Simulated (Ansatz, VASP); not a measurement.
# Mg5Te in VASP and in Ansatz

```
CELL_PARAMETERS angstrom
2.78343 1.60701 5.32038
-2.78343 1.60701 5.32038
0.00000 -3.21402 5.32038
ATOMIC_POSITIONS crystal
Mg 0.66918 0.33082 0.00000
Mg 0.33082 0.00000 0.66918
Mg 0.00000 0.66918 0.33082
Mg 0.17120 0.17120 0.17120
Mg 0.82880 0.82880 0.82880
Te 0.50000 0.50000 0.50000
```

Alike in both runs: functional PBE; k mesh 12 × 12 × 12; occupations gaussian, width 0.1 eV; no spin polarisation.

Ansatz relaxed the structure, and its values are those at the end. VASP's run is a single point on that final structure, the one shown.

```csv
,VASP,Ansatz
version,VASP 6.6.1,Ansatz 0.2.0
potentials or method,"VASP PAW PBE potentials, release 64 (Mg, Te), cutoff 520 eV","scalar-relativistic, plane waves, PAW"
valence electrons in the cell,16,66
```

|  | VASP | Ansatz | Ansatz less VASP |
| --- | --- | --- | --- |
| gap on the k mesh at the Fermi level (eV) | none | none | - |
| pressure (GPa) | -0.1 | 0.0 | +0.11 |

A gap of «none» marks a metal or a gap that the smearing closes. VASP's potentials hold 16 valence electrons a cell and Ansatz's 66, so a difference there can come from the potentials and not from the codes.

Spin-orbit coupling is off throughout.
